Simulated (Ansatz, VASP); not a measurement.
One calculation of NaI, two programs

```
CELL_PARAMETERS angstrom
0.00000 3.13109 3.13109
3.13109 0.00000 3.13109
3.13109 3.13109 0.00000
ATOMIC_POSITIONS crystal
Na 0.00000 0.00000 0.00000
I 0.50000 0.50000 0.50000
```

Alike in both runs: task single point; functional LDA; k mesh 6 × 6 × 6; non-collinear spin, spin-orbit coupling.

|  | VASP | Ansatz |
| --- | --- | --- |
| version | VASP 6.6.1 | Ansatz 0.2.0 |
| potentials or method | VASP PAW LDA potentials, release 64 (Na_pv, I) | PAW with Ansatz's default frozen-core files, fully relativistic files with spin-orbit coupling |
| plane-wave cutoff (eV) | 520 | 420 |
| occupations | gaussian, width 0.01 eV | fixed |
| valence electrons in the cell | 14 | 26 |

|  | VASP | Ansatz | Ansatz less VASP |
| --- | --- | --- | --- |
| pressure (GPa) | 0.1 | 0.0 | -0.09 |
| net moment per atom (μB) | 0.00 | 0.00 | 0.000 |

LDA's correlation is that of Perdew and Zunger in VASP and of Perdew and Wang (1992) in Ansatz. VASP's potentials hold 14 valence electrons a cell and Ansatz's 26, so a difference there can come from the potentials and not from the codes.
